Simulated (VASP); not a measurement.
Input of a VASP 6.6.1 run:

File INCAR:

```
PREC     = Accurate       # precision mode
ENCUT    = 520            # plane-wave cutoff, eV
EDIFF    = 1E-7           # SCF threshold, eV
ISMEAR   = -1             # smearing method
SIGMA    = 0.06122561905347299 # smearing width, eV
LREAL    = F              # projectors in reciprocal space
LASPH    = T              # aspherical terms in the spheres
NELM     = 60             # most SCF steps
ALGO     = Normal         # electronic algorithm
ISIF     = 2              # what is computed and relaxed
LWAVE    = F              # write WAVECAR
LCHARG   = T              # write CHGCAR
GGA      = PE             # functional
LELF     = T              # ELF
LVHAR    = T            
NBANDS   = 12             # bands
```

The input KPOINTS:

```
Automatic mesh
0
Gamma
  23 23 23
```

POSCAR

```
Ti
1.0
    0.0000000000      2.0427626874      2.0427626874
    2.0427626874      0.0000000000      2.0427626874
    2.0427626874      2.0427626874      0.0000000000
Ti
1
Direct
    0.0000000000      0.0000000000      0.0000000000
```

Potentials or basis: VASP PAW PBE potentials, release 64 (Ti_sv).

Launch:

```console
$ cat potpaw_PBE.64/Ti_sv/POTCAR > POTCAR
$ mpirun -np 1 vasp_std > vasp.out
```

Task: What does it give for the band gap on the k mesh?

Result: Zero (band 6 reaches 9.31 eV, above the bottom of band 7 at 8.00 eV).

Task: Estimate the pressure.

Result: 1.9 GPa.
